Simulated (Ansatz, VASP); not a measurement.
## Hf: VASP beside Ansatz

The input POSCAR:

```
Hf
1.0
    3.2432256534      0.0000000000      0.0000000000
   -1.6216128267      2.8087158061      0.0000000000
    0.0000000000      0.0000000000     10.4600428570
Hf
4
Direct
    0.0000000000      0.0000000000      0.0000000000
    0.0000000000      0.0000000000      0.5000000000
    0.3333333333      0.6666666667      0.7500000000
    0.6666666667      0.3333333333      0.2500000000
```

File INCAR.step1:

```
SYSTEM = Hf
ALGO = Normal
EDIFF = 1E-5
ENCUT = 550
GGA = PE
GGA_COMPAT = .False.
ISMEAR = 0
LASPH = .True.
LCHARG = .False.
LREAL = .False.
LWAVE = .True.
NBANDS = 28
NELM = 120
PREC = Accurate
SIGMA = 0.1
```

File INCAR.step2:

```
SYSTEM = Hf
ALGO = Normal
EDIFF = 1E-6
ENCUT = 550
GGA_COMPAT = .False.
ISIF = 2
ISMEAR = 0
ISTART = 1
LASPH = .True.
LCHARG = .True.
LELF = .True.
LMIXTAU = .True.
LREAL = .False.
LVHAR = .True.
LWAVE = .False.
METAGGA = R2SCAN
NBANDS = 28
NELM = 120
PREC = Accurate
SIGMA = 0.1
```

Contents of KPOINTS:

```
k-points
0
Gamma
  6 6 2
  0 0 0
```

Input for Ansatz:

```yaml
crystal:
  lattice:
    - [3.2432256534, 0.0, 0.0]
    - [-1.6216128267, 2.8087158061, 0.0]
    - [0.0, 0.0, 10.460042857]
  atoms:
    - { symbol: Hf, position: [0.0, 0.0, 0.0] }
    - { symbol: Hf, position: [0.0, 0.0, 0.5] }
    - { symbol: Hf, position: [0.3333333333, 0.6666666667, 0.75] }
    - { symbol: Hf, position: [0.6666666667, 0.3333333333, 0.25] }
basis:
  ecutwfc: 500
kpoints:
  mp_grid: { grid: [6, 6, 2] }
hamiltonian:
  xc: r2scan
scf:
  occupations: { method: gaussian, width: 0.1 }
  lower_state_search: "off"
output:
  forces: true
  stress: true
  eigenvalues: true
```

Alike in both runs: task single point; functional r2SCAN; k mesh 6 × 6 × 2; occupations gaussian, width 0.1 eV; no spin polarisation.

```csv
,VASP,Ansatz
version,VASP 6.6.1,Ansatz 0.2.0
potentials or method,"VASP PAW PBE potentials, release 64 (Hf_pv), cutoff 550 eV","scalar-relativistic, plane waves, PAW"
valence electrons in the cell,40,104
```

```csv
,VASP,Ansatz,Ansatz less VASP
gap on the k mesh at the Fermi level (eV),none,none,-
pressure (GPa),-6.5,-5.9,+0.58
"traceless stress, the component that is largest in VASP (GPa)",-0.26,-0.19,+0.074
```

VASP's potentials were made for PBE, not for r2SCAN. A gap of «none» marks a metal or a gap that the smearing closes. VASP's potentials hold 40 valence electrons a cell and Ansatz's 104, so a difference there can come from the potentials and not from the codes.

The k mesh is coarse, so the values compare programs but aren't converged. Spin-orbit coupling is off throughout.
